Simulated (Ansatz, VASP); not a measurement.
**Cd2S: VASP beside Ansatz**

```
Cd S
1.0
     4.00230    0.00000    0.00000
    -2.00115    3.46609    0.00000
     0.00000    0.00000    5.80919
Cd S
2 1
Cartesian
  0.0000 2.3107 5.4183
  2.0011 1.1554 3.3620
  0.0000 2.3107 2.1245
```

Alike in both runs: task single point; functional PBEsol; k mesh 7 × 7 × 4; occupations fermi-dirac, width 0.05 eV; no spin polarisation.

```csv
,VASP,Ansatz
version,VASP 6.6.1,Ansatz 0.2.0
potentials or method,"VASP PAW PBE potentials, release 64 (Cd, S)",Ansatz PAW
plane-wave cutoff (eV),520,420
valence electrons in the cell,30,46
```

```tsv
	VASP	Ansatz	Ansatz less VASP
gap on the k mesh at the Fermi level (eV)	0.48	0.49	+0.003
least direct gap on the mesh (eV)	0.80	0.79	-0.002
pressure (GPa)	-3.4	-3.7	-0.25
traceless stress, the component that is largest in VASP (GPa)	-0.24	-0.33	-0.083
rms of the force components (eV/Å)	0.076	0.081	+0.0055
```

VASP's potentials were made for PBE, not for PBEsol. Atom by atom the forces differ by 0.011 eV/Å (rms over components). VASP's potentials hold 30 valence electrons a cell and Ansatz's 46, so a difference there can come from the potentials and not from the codes.

Noted on Ansatz's run: odd divisions of the mesh miss points on the zone boundary, where band edges often lie, so the gap on the mesh can be too wide.
